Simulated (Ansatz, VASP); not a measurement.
## W3C: VASP beside Ansatz

```xyz
4
Lattice="2.8546 0.0000 0.0000 -1.4273 2.4722 0.0000 0.0000 0.0000 21.6971" Properties=species:S:1:pos:R:3 pbc="T T T"
W     1.4273    0.8241    4.0000
W     0.0000    1.6481    6.3486
W     0.0000    0.0000    8.6971
C     3.8061   -2.1975   12.1271
```

Alike in both runs: task single point; functional PBE; k mesh 9 × 9 × 1; occupations gaussian, width 0.1 eV; no spin polarisation.

```csv
,VASP,Ansatz
version,VASP 6.6.1,Ansatz 0.2.0
potentials or method,"VASP PAW PBE potentials, release 64 (W_sv, C), cutoff 520 eV","scalar-relativistic, plane waves, PAW"
valence electrons in the cell,46,46
```

VASP gave:

| Property | Result |
| --- | --- |
| gap on the k mesh at the Fermi level (eV) | none |
| rms of the force components (eV/Å) | 0.301 |

Problem. What did Ansatz give for the same quantities?

Solution. gap on the k mesh at the Fermi level (eV): none; rms of the force components (eV/Å): 0.297.

Atom by atom the forces differ by 0.009 eV/Å (rms over components). A gap of «none» marks a metal or a gap that the smearing closes.

Neither program's run includes spin-orbit coupling.
